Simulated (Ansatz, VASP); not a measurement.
# One calculation of NaCaI3, two programs

POSCAR

```
NaCaI3
1.0
    6.1258977255      0.0000000000      0.0000000000
    0.0000000000      6.1258977255      0.0000000000
    0.0000000000      0.0000000000      6.1258977255
Na Ca I
1 1 3
Direct
    0.0000000000      0.0000000000      0.0000000000
    0.5000000000      0.5000000000      0.5000000000
    0.5000000000      0.5000000000      0.0000000000
    0.5000000000      0.0000000000      0.5000000000
    0.0000000000      0.5000000000      0.5000000000
```

INCAR.step1

```
PREC = Accurate
ENCUT = 520
EDIFF = 1E-5
ISMEAR = 0
SIGMA = 0.01
LREAL = F
LASPH = T
NELM = 100
ALGO = Normal
ISIF = 2
LWAVE = T
LCHARG = F
NBANDS = 27
GGA = PE
```

The input INCAR.step2:

```
PREC = Accurate
ENCUT = 520
EDIFF = 1E-6
ISMEAR = 0
SIGMA = 0.01
LREAL = F
LASPH = T
NELM = 100
ALGO = Normal
ISIF = 2
LWAVE = F
LCHARG = F
GGA = PE
LHFCALC = T
HFSCREEN = 0.2079
PRECFOCK = Fast
NBANDS = 27
ISTART = 1
```

File KPOINTS:

```
regular mesh
0
Gamma
  2 2 2
```

Input for Ansatz:

```yaml
crystal:
  lattice:
    - [6.1258977255, 0.0, 0.0]
    - [0.0, 6.1258977255, 0.0]
    - [0.0, 0.0, 6.1258977255]
  atoms:
    - { symbol: Na, position: [0.0, 0.0, 0.0] }
    - { symbol: Ca, position: [0.5, 0.5, 0.5] }
    - { symbol: I, position: [0.5, 0.5, 0.0] }
    - { symbol: I, position: [0.5, 0.0, 0.5] }
    - { symbol: I, position: [0.0, 0.5, 0.5] }
kpoints:
  mp_grid: { grid: [2, 2, 2] }
  band_path:
    path: [[0.0, 0.0, 0.0], [0.0, 0.5, 0.0], [0.5, 0.5, 0.0], [0.5, 0.5, 0.5]]
    npoints: 1
hamiltonian:
  xc: hse06
scf:
  occupations: { method: fixed }
  n_extra_bands: 5
output:
  forces: true
  stress: true
  eigenvalues: true
```

Alike in both runs: task single point; functional HSE06; k mesh 2 × 2 × 2; no spin polarisation.

|  | VASP | Ansatz |
| --- | --- | --- |
| version | VASP 6.6.1 | Ansatz 0.2.0 |
| potentials or method | VASP PAW PBE potentials, release 64 (Na_pv, Ca_sv, I) | plane waves, PAW |
| plane-wave cutoff (eV) | 520 | 420 |
| occupations | gaussian, width 0.01 eV | fixed |
| valence electrons in the cell | 38 | 70 |

```csv
,VASP,Ansatz,Ansatz less VASP
gap on the k mesh at the Fermi level (eV),3.34,3.34,-0.002
pressure (GPa),0.2,0.2,-0.02
```

VASP's potentials hold 38 valence electrons a cell and Ansatz's 70, so a difference there can come from the potentials and not from the codes. Ansatz's warnings: stress exchange threshold loose, stress scf threshold loose.

The k mesh is coarse, so the values compare programs but aren't converged. Spin-orbit coupling is off throughout.
